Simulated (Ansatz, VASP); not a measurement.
Two plane-wave programs on KI

```
CELL_PARAMETERS angstrom
6.03945 0.00000 0.00000
-3.01973 5.23032 0.00000
0.00000 0.00000 7.03912
ATOMIC_POSITIONS crystal
K 0.33333 0.66667 0.93750
K 0.66667 0.33333 0.43750
I 0.33333 0.66667 0.43750
I 0.66667 0.33333 0.93750
```

Alike in both runs: task single point; functional PBE-based screened hybrid; k mesh 3 × 3 × 2; no spin polarisation.

|  | VASP | Ansatz |
| --- | --- | --- |
| version | VASP 6.6.1 | Ansatz 0.2.0 |
| potentials or method | VASP PAW PBE potentials, release 64 (K_sv, I) | plane waves |
| plane-wave cutoff (eV) | 520 | 420 |
| occupations | gaussian, width 0.01 eV | fixed |
| valence electrons in the cell | 32 | 52 |

|  | VASP | Ansatz | Ansatz less VASP |
| --- | --- | --- | --- |
| gap on the k mesh at the Fermi level (eV) | 4.54 | 4.54 | +0.005 |
| pressure (GPa) | 0.2 | 0.2 | -0.01 |
| traceless stress, the component that is largest in VASP (GPa) | 0.07 | 0.07 | +0.001 |

VASP's potentials were made for PBE, not for PBE-based screened hybrid. VASP's potentials hold 32 valence electrons a cell and Ansatz's 52, so a difference there can come from the potentials and not from the codes. Ansatz's warnings: stress exchange threshold loose, stress scf threshold loose.

The k mesh is coarse, so the values compare programs but aren't converged. Neither program's run includes spin-orbit coupling.
